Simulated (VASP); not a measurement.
A run of VASP 6.6.1 is set up as follows.

Contents of INCAR:

```
ALGO = Normal
EDIFF = 1E-6
ENCUT = 520
GGA = PS
ISIF = 2
ISMEAR = 0
LASPH = T
LCHARG = F
LREAL = F
LWAVE = F
NBANDS = 11
NELM = 80
PREC = Accurate
SIGMA = 0.05
```

Contents of KPOINTS:

```
k-points
0
Gamma
  10 10 10
```

POSCAR

```
AlN
1.0
    0.0000000000      2.1839935600      2.1839935600
    2.1839935600      0.0000000000      2.1839935600
    2.1839935600      2.1839935600      0.0000000000
Al N
1 1
Direct
    0.0000000000      0.0000000000      0.0000000000
    0.7500000000      0.7500000000      0.7500000000
```

Potentials or basis: VASP PAW PBE potentials, release 64 (Al, N).

Launch:

```sh
$ cat potpaw_PBE.64/Al/POTCAR potpaw_PBE.64/N/POTCAR > POTCAR
$ mpirun -np 1 vasp_std > vasp.out
```

**Question.** Estimate the pressure.

**Answer.** 1.3 GPa.

**Question.** Estimate the band gap on the k mesh.

**Answer.** 3.19 eV, indirect (least direct gap 4.13 eV).

Caveat: the PAW data sets were made with another functional, which shifts forces and pressure a little. Expect the measured gap to be larger: semilocal functionals such as PBEsol lack the derivative discontinuity.
